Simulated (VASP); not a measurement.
The system is OsCl3.

```
Os Cl
1.0
     4.88000    0.00000    0.00000
     0.00000    4.88000    0.00000
     0.00000    0.00000    4.88000
Os Cl
1 3
Direct
  0.00000 0.00000 0.00000
  0.50000 0.00000 0.00000
  0.00000 0.00000 0.50000
  0.00000 0.50000 0.00000
```

Base run:

* Program: VASP 6.6.1
* Functional: PBE
* Potentials or basis: VASP PAW PBE potentials, release 64 (Os, Cl)
* Cutoff: 520 eV
* k mesh: 4 × 4 × 4
* Occupations: gaussian, width 0.05 eV
* Spin: collinear spin
* Starting moments: [1.0, 0.0, 0.0, 0.0] μB
* Hubbard terms: Os d U = 2.0 eV

Its results: pressure -2.4 GPa; net moment 2.47 μB per cell; site moments Os +2.26; Cl +0.08 μB.

Problem. The run is repeated on the same cell with these changes: k mesh from 4 × 4 × 4 to 3 × 3 × 3. What comes out?

Solution. Pressure -0.5 GPa; net moment 2.93 μB per cell; site moments Os +2.58; Cl +0.11 μB.

Caveats: some runs use coarse meshes.
